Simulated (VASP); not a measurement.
A run of VASP 6.6.1:

Contents of INCAR:

```
SYSTEM = Al4N5
PREC = Accurate ; ENCUT = 520
EDIFF = 1E-7 ; ISMEAR = 0
SIGMA = 0.05 ; LREAL = Auto
LASPH = .TRUE. ; NELM = 80
ALGO = Normal ; ISIF = 2
LWAVE = .FALSE. ; LCHARG = .TRUE.
LDIPOL = .TRUE. ; IDIPOL = 3
DIPOL = 0.5 0.5 0.316 ; GGA = PE
LELF = .TRUE. ; LVHAR = .TRUE.
LVACPOTAV = .TRUE. ; NBANDS = 52
```

KPOINTS

```
regular mesh
0
G
  5 6 1
  0 0 0
```

Contents of POSCAR:

```
Al4N5
1.0
    6.2595366887      0.0000000000      0.0000000000
    0.0000000000      5.0173032419      0.0000000000
    0.0000000000      0.0000000000     20.1620320362
Al N
8 10
Direct
    0.0000000000      0.9982714950      0.1983927013
    0.5000000000      0.9982714950      0.1983927013
    0.2500000000      0.4982714950      0.2432039732
    0.7500000000      0.4982714950      0.2432039732
    0.2500000000      0.9915197249      0.3381855719
    0.7500000000      0.9915197249      0.3381855719
    0.0000000000      0.4624332456      0.3657061888
    0.5000000000      0.4624332456      0.3657061888
    0.0000000000      0.6167285050      0.1983927013
    0.5000000000      0.6167285050      0.1983927013
    0.2500000000      0.1167285050      0.2432039732
    0.7500000000      0.1167285050      0.2432039732
    0.2500000000      0.6143669383      0.3369672669
    0.7500000000      0.6143669383      0.3369672669
    0.0000000000      0.1112303967      0.3750629908
    0.5000000000      0.1112303967      0.3750629908
    0.2500000000      0.6112303967      0.5167638739
    0.2500000000      0.6112303967      0.5714230094
```

Potentials or basis: VASP PAW PBE potentials, release 64 (Al, N).

Run with:

```bash
$ cat potpaw_PBE.64/Al/POTCAR potpaw_PBE.64/N/POTCAR > POTCAR
$ mpirun -np 1 vasp_std > vasp.out
```

Hardware: 1 thread of Intel(R) Xeon(R) 6975P-C (Granite Rapids), on a shared host.

Task: Estimate the wall time of this run.

Result: Run time: 7.4 min on 1 thread of Intel(R) Xeon(R) 6975P-C (Granite Rapids) (shared host), peak memory 0.7 GiB. Counts: scf iterations 29, k points 12.
